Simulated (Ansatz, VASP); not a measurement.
**InSe: VASP beside Ansatz**

```
Se In
1.0
     4.02661    0.00000    0.00000
    -2.01331    3.48715    0.00000
     0.00000    0.00000   28.27071
Se In
4 4
Direct
  0.00000 0.00000 0.15918
  0.00000 0.00000 0.34967
  0.44444 0.88889 0.48090
  0.44444 0.88889 0.67139
  0.66667 0.33333 0.20500
  0.66667 0.33333 0.30385
  0.77778 0.55556 0.52672
  0.77778 0.55556 0.62557
```

Alike in both runs: task single point; functional PBE; dispersion D3(BJ); k mesh 9 × 9 × 1; occupations gaussian, width 0.05 eV; no spin polarisation.

|  | VASP | Ansatz |
| --- | --- | --- |
| version | VASP 6.6.1 | Ansatz 0.2.0 |
| potentials or method | VASP PAW PBE potentials, release 64 (Se, In_d), cutoff 520 eV | scalar-relativistic, plane waves, PAW |
| valence electrons in the cell | 76 | 116 |

```csv
,VASP,Ansatz,Ansatz less VASP
gap on the k mesh at the Fermi level (eV),1.27,1.28,+0.010
least direct gap on the mesh (eV),1.31,1.32,+0.009
rms of the force components (eV/Å),0.025,0.022,-0.0031
```

VASP's potentials hold 76 valence electrons a cell and Ansatz's 116, so a difference there can come from the potentials and not from the codes.
